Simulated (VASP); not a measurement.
# Pt3PbC (Pm-3m) in VASP: single point with PBE

Aim: the single point of Pt3PbC with PBE.

All numbers are computed with VASP 6.6.1; they aren't measurements. Logs are shortened: lines on timing, memory, paths and dates and some standing lists are left out, and cuts for length are marked.

## 1. The cell of the first run

The structure is cubic, space group Pm-3m (No. 221). Conventional cell: a = 4.348 Å, b = 4.348 Å, c = 4.348 Å, α = 90.00°, β = 90.00°, γ = 90.00°. Within 2.9 Å of Pt (site symmetry 4/mmm) lie 2 C at 2.17 Å. Within 4.0 Å of Pb (site symmetry m-3m) lie 12 Pt at 3.07 Å and 8 C at 3.77 Å. Within 2.9 Å of C (site symmetry m-3m) lie 6 Pt at 2.17 Å.

## 2. Single point, PBE

INCAR reads:

```
SYSTEM = Pt3PbC
PREC = Accurate
ENCUT = 520
EDIFF = 1E-6
ISMEAR = -1
SIGMA = 0.1
LREAL = .False.
LASPH = .True.
NELM = 100
ALGO = Normal
ISIF = 2
LWAVE = .False.
LCHARG = .True.
GGA = PE
LELF = .True.
LVHAR = .True.
NBANDS = 32
```

KPOINTS reads:

```
Automatic mesh
0
Gamma
  5 5 5
  0 0 0
```

POSCAR reads:

```
Pt3PbC
1.0
    4.3480430000      0.0000000000      0.0000000000
    0.0000000000      4.3480430000      0.0000000000
    0.0000000000      0.0000000000      4.3480430000
Pt Pb C
3 1 1
Direct
    0.0000000000      0.5000000000      0.5000000000
    0.5000000000      0.5000000000      0.0000000000
    0.5000000000      0.0000000000      0.5000000000
    0.0000000000      0.0000000000      0.0000000000
    0.5000000000      0.5000000000      0.5000000000
```

Potentials or basis: VASP PAW PBE potentials, release 64 (Pt, Pb_d, C).

Command:

```
$ cat potpaw_PBE.64/Pt/POTCAR potpaw_PBE.64/Pb_d/POTCAR potpaw_PBE.64/C/POTCAR > POTCAR
$ mpirun -np 1 vasp_std > vasp.out
```

OUTCAR:

```text
SYSTEM = Pt3PbC
   PREC = Accurate
   ENCUT = 520
   EDIFF = 1E-6
   ISMEAR = -1
   LREAL = .False.
   LASPH = .True.
   NELM = 100
   ISIF = 2
   GGA = PE

 ion  position               nearest neighbor table
   1  0.000  0.500  0.500-   5 2.17   5 2.17   4 3.07   2 3.07   2 3.07   4 3.07   3 3.07   4 3.07
                             4 3.07   2 3.07   3 3.07   3 3.07   2 3.07   3 3.07
   2  0.500  0.500  0.000-   5 2.17   5 2.17   4 3.07   1 3.07   1 3.07   3 3.07   3 3.07   3 3.07
                             4 3.07   3 3.07   1 3.07   4 3.07   1 3.07   4 3.07
   3  0.500  0.000  0.500-   5 2.17   5 2.17   4 3.07   1 3.07   2 3.07   4 3.07   1 3.07   2 3.07
                             2 3.07   2 3.07   1 3.07   4 3.07   4 3.07   1 3.07
   4  0.000  0.000  0.000-   1 3.07   2 3.07   3 3.07   1 3.07   3 3.07   1 3.07   2 3.07   1 3.07
                             2 3.07   3 3.07   3 3.07   2 3.07
   5  0.500  0.500  0.500-   1 2.17   2 2.17   3 2.17   2 2.17   3 2.17   1 2.17

  LATTYP: Found a simple cubic cell.
 ALAT       =     4.3480430000

  Lattice vectors:

 A1 = (   4.3480430000,   0.0000000000,   0.0000000000)
 A2 = (   0.0000000000,   4.3480430000,   0.0000000000)
 A3 = (   0.0000000000,   0.0000000000,   4.3480430000)

Analysis of symmetry for initial positions (statically):
=====================================================================
 Subroutine PRICEL returns:
 Original cell was already a primitive cell.

 Routine SETGRP: Setting up the symmetry group for a
 simple cubic supercell.

 Subroutine GETGRP returns: Found 48 space group operations
 (whereof 48 operations were pure point group operations)
 out of a pool of 48 trial point group operations.

The static configuration has the point symmetry O_h .

Analysis of symmetry for dynamics (positions and initial velocities):
=====================================================================
 Subroutine PRICEL returns:
 Original cell was already a primitive cell.

 Routine SETGRP: Setting up the symmetry group for a
 simple cubic supercell.

 Subroutine GETGRP returns: Found 48 space group operations
 (whereof 48 operations were pure point group operations)
 out of a pool of 48 trial point group operations.

The dynamic configuration has the point symmetry O_h .

 Subroutine INISYM returns: Found 48 space group operations
 (whereof 48 operations are pure point group operations),
 and found     1 'primitive' translations

----------------------------------------------------------------------------------------

                                     Primitive cell

  volume of cell :      82.2018

  direct lattice vectors                    reciprocal lattice vectors
     4.348043000  0.000000000  0.000000000     0.229988526  0.000000000  0.000000000
     0.000000000  4.348043000  0.000000000     0.000000000  0.229988526  0.000000000
     0.000000000  0.000000000  4.348043000     0.000000000  0.000000000  0.229988526

  length of vectors
     4.348043000  4.348043000  4.348043000     0.229988526  0.229988526  0.229988526

  position of ions in fractional coordinates (direct lattice)
     0.000000000  0.500000000  0.500000000
     0.500000000  0.500000000  0.000000000
     0.500000000  0.000000000  0.500000000
     0.000000000  0.000000000  0.000000000
     0.500000000  0.500000000  0.500000000

  ion indices of the primitive-cell ions
   primitive index   ion index
                 1           1
                 2           2
                 3           3
                 4           4
                 5           5

----------------------------------------------------------------------------------------

 KPOINTS: Automatic mesh

Automatic generation of k-mesh.
 Grid dimensions read from file:
 generate k-points for:    5    5    5

 Generating k-lattice:

  Cartesian coordinates                     Fractional coordinates (reciprocal lattice)
     0.045997705  0.000000000  0.000000000     0.200000000  0.000000000  0.000000000
     0.000000000  0.045997705  0.000000000     0.000000000  0.200000000  0.000000000
     0.000000000  0.000000000  0.045997705     0.000000000  0.000000000  0.200000000

  Length of vectors
     0.045997705  0.045997705  0.045997705

  Shift w.r.t. Gamma in fractional coordinates (k-lattice)
     0.000000000  0.000000000  0.000000000

 Subroutine IBZKPT returns following result:
 ===========================================

 Found     10 irreducible k-points:

 Following reciprocal coordinates:
            Coordinates               Weight
  0.000000  0.000000  0.000000      1.000000
  0.200000  0.000000  0.000000      6.000000
  0.400000  0.000000  0.000000      6.000000
  0.200000  0.200000  0.000000     12.000000
  0.400000  0.200000  0.000000     24.000000
  0.400000  0.400000  0.000000     12.000000
  0.200000  0.200000  0.200000      8.000000
  0.400000  0.200000  0.200000     24.000000
  0.400000  0.400000  0.200000     24.000000
  0.400000  0.400000  0.400000      8.000000
   k-points           NKPTS =     10   k-points in BZ     NKDIM =     10   number of bands    NBANDS=     32
   number of dos      NEDOS =    301   number of ions     NIONS =      5
   total plane-waves  NPLWV =  32768
   dimension x,y,z NGX =    32 NGY =   32 NGZ =   32
   dimension x,y,z NGXF=    64 NGYF=   64 NGZF=   64
   ions per type =               3   1   1
   NGX,Y,Z   is equivalent  to a cutoff of  12.24, 12.24, 12.24 a.u.
   NGXF,Y,Z  is equivalent  to a cutoff of  24.47, 24.47, 24.47 a.u.
 SYSTEM =  Pt3PbC
   PREC   = accura    normal or accurate (medium, high low for compatibility)
   ISTART =      0    job   : 0-new  1-cont  2-samecut
   ICHARG =      2    charge: 1-file 2-atom 10-const
   ISPIN  =      1    spin polarized calculation?
   LNONCOLLINEAR =      F non collinear calculations
   LSORBIT =      F    spin-orbit coupling
   LASPH  =      T    aspherical Exc in radial PAW
   ENCUT  =  520.0 eV  38.22 Ry    6.18 a.u.   8.08  8.08  8.08*2*pi/ulx,y,z
   NELM   =    100;   NELMIN=  2; NELMDL= -5     # of ELM steps
   EDIFF  = 0.1E-05   stopping-criterion for ELM
   LREAL  =      F    real-space projection
   EDIFFG = 0.1E-04   stopping-criterion for IOM
   NSW    =      0    number of steps for IOM
   IBRION =     -1    ionic relax: 0-MD 1-quasi-New 2-CG
   NFREE  =      0    steps in history (QN), initial steepest desc. (CG)
   ISIF   =      2    stress and relaxation
   ISYM   =      2    0-nonsym 1-usesym 2-fastsym
   POTIM  = 0.5000    time-step for ionic-motion
   TEBEG  =    0.0;   TEEND  =   0.0 temperature during run
   PSTRESS=    0.0 pullay stress
   NELECT =      48.0000    total number of electrons
   NUPDOWN=      -1.0000    fix difference up-down
   EMIN   =  10.00;   EMAX   =-10.00  energy-range for DOS
   EFERMI =   0.00;   METHOD = LEGACY
   ISMEAR =    -1;   SIGMA  =   0.10  broadening in eV -4-tet -1-fermi 0-gaus
   EFERMI_NEDOS =   21; number of points for ismear=-14 and -15
   IALGO  =     38    algorithm
   IMIX   =      4    mixing-type and parameters
     AMIX     =   0.40;   BMIX     =  1.00
     AMIX_MAG =   1.60;   BMIX_MAG =  1.00
  volume/ion in A,a.u.               =      16.44       110.95
  Fermi-wavevector in a.u.,A,eV,Ry     =   1.368342  2.585792 25.475012  1.872361
  Thomas-Fermi vector in A             =   2.494315
   LORBIT       =      0    0 simple, 1 ext, 2 COOP (PROOUT), +10 PAW based schemes
   GGA     = PE    functional components
   LHFCALC =     F    Hartree Fock is set to
   AEXX    =    0.0000 exact exchange contribution
   IVDW    =     0    specifies the selected vdW correction
   LEPSILON=     F    determine dielectric tensor
   LRPA    =     F    only Hartree local field effects (RPA)
 non-spin polarized calculation
  energy-cutoff  :      520.00
  volume of cell :       82.20
 maximum number of plane-waves:      2233
   NGX = 17   NGY = 17   NGZ = 17

 number of electron      47.9999991 magnetization

 Free energy of the ion-electron system (eV)
  ---------------------------------------------------
  ext. energy  EPLUGINS =         0.00000000
  ---------------------------------------------------
  free energy    TOTEN  =       -29.20460273 eV

  energy without entropy =      -29.08252526  energy(sigma->0) =      -29.14356400

 E-fermi :   9.1865     XC(G=0): -12.2656

 val. band max:        9.1818174658   @ k =   0.4000   0.0000   0.0000
 cond. band min:       9.2614048381   @ k =   0.2000   0.2000   0.2000
 fundamental gap:      0.0795873723
 Fermi energy:         9.1865350321

 k-point     1 :       0.0000    0.0000    0.0000
  band No.  band energies     occupation
      1      -7.1788      2.00000
      2      -7.1788      2.00000
      3      -7.1612      2.00000
      4      -7.1612      2.00000
      5      -7.1612      2.00000
      6      -4.4795      2.00000
[... 24 lines left out ...]
     31      14.1799      0.00000
     32      17.9385      0.00000

 k-point     2 :       0.2000    0.0000    0.0000
  band No.  band energies     occupation
      1      -7.1729      2.00000
      2      -7.1607      2.00000
      3      -7.1599      2.00000
      4      -7.1574      2.00000
      5      -7.1574      2.00000
      6      -4.2340      2.00000
[... 24 lines left out ...]
     31      15.1695      0.00000
     32      16.9872      0.00000

 k-point     3 :       0.4000    0.0000    0.0000
  band No.  band energies     occupation
      1      -7.1633      2.00000
      2      -7.1577      2.00000
      3      -7.1512      2.00000
      4      -7.1512      2.00000
      5      -7.1313      2.00000
      6      -3.7400      2.00000
[... 24 lines left out ...]
     31      16.3532      0.00000
     32      16.3532      0.00000

 k-point     4 :       0.2000    0.2000    0.0000
  band No.  band energies     occupation
      1      -7.1672      2.00000
      2      -7.1570      2.00000
      3      -7.1558      2.00000
      4      -7.1551      2.00000
      5      -7.1490      2.00000
      6      -3.9862      2.00000
[... 164 lines left out ...]
     31      15.8720      0.00000
     32      17.5010      0.00000

 k-point     9 :       0.4000    0.4000    0.2000
  band No.  band energies     occupation
      1      -7.1820      2.00000
      2      -7.1627      2.00000
      3      -7.1624      2.00000
      4      -7.1297      2.00000
      5      -7.1038      2.00000
      6      -2.6982      2.00000
[... 24 lines left out ...]
     31      16.5674      0.00000
     32      17.5380      0.00000

 k-point    10 :       0.4000    0.4000    0.4000
  band No.  band energies     occupation
      1      -7.1819      2.00000
      2      -7.1818      2.00000
      3      -7.1818      2.00000
      4      -7.1073      2.00000
      5      -7.1073      2.00000
      6      -2.1252      2.00000
[... 24 lines left out ...]
     31      16.7439      0.00000
     32      18.5914      0.00000

------------------------ aborting loop because EDIFF is reached ----------------------------------------

  FORCE on cell =-STRESS in cart. coord.  units (eV):
  Direction    XX          YY          ZZ          XY          YZ          ZX
  --------------------------------------------------------------------------------------
  -------------------------------------------------------------------------------------
  Total       -0.4563871     -0.4563871     -0.4563871      0.0000000      0.0000000      0.0000000
  in kB       -8.8953379     -8.8953379     -8.8953379      0.0000000      0.0000000      0.0000000
  external PRESSURE =      -8.8953379 kB  Pullay stress =       0.0000000 kB

 VOLUME and BASIS-vectors are now :
 -----------------------------------------------------------------------------
  energy-cutoff  :      520.00
  volume of cell :       82.20
      direct lattice vectors                 reciprocal lattice vectors
     4.348043000  0.000000000  0.000000000     0.229988526  0.000000000  0.000000000
     0.000000000  4.348043000  0.000000000     0.000000000  0.229988526  0.000000000
     0.000000000  0.000000000  4.348043000     0.000000000  0.000000000  0.229988526

 POSITION                                       TOTAL-FORCE (eV/Angst)
 -----------------------------------------------------------------------------------
      0.00000      2.17402      2.17402         0.000000      0.000000      0.000000
      2.17402      2.17402      0.00000         0.000000      0.000000      0.000000
      2.17402      0.00000      2.17402         0.000000      0.000000      0.000000
      0.00000      0.00000      0.00000         0.000000      0.000000      0.000000
      2.17402      2.17402      2.17402         0.000000      0.000000      0.000000
 -----------------------------------------------------------------------------------
    total drift:                                0.000000     -0.000000     -0.000000

  FREE ENERGIE OF THE ION-ELECTRON SYSTEM (eV)
  ---------------------------------------------------
  free  energy   TOTEN  =       -29.2046027344 eV

  energy  without entropy=      -29.0825252630  energy(sigma->0) =      -29.14356400
```

It took 16 s on 1 thread of AMD EPYC 9R14 (Zen 4), shared host; peak memory 0.16 GiB.

What came out:

```yaml
Free_energy: -29.2046 eV
Pressure: -0.9 GPa
Band_gap_on_the_k_mesh: zero (band 24 reaches 9.26 eV, above the bottom of band 25 at 8.88 eV)
```

Levels at points of the mesh, in eV from the Fermi level:
```
           k point  band 21  band 22  band 23  band 24  band 25  band 26  band 27  band 28
(0.00, 0.00, 0.00)    -0.60    -0.60    -0.60    -0.57     0.11     1.31     1.31     1.31
```

Caveat: spin-orbit coupling is left out, which moves the levels of the heavy elements.
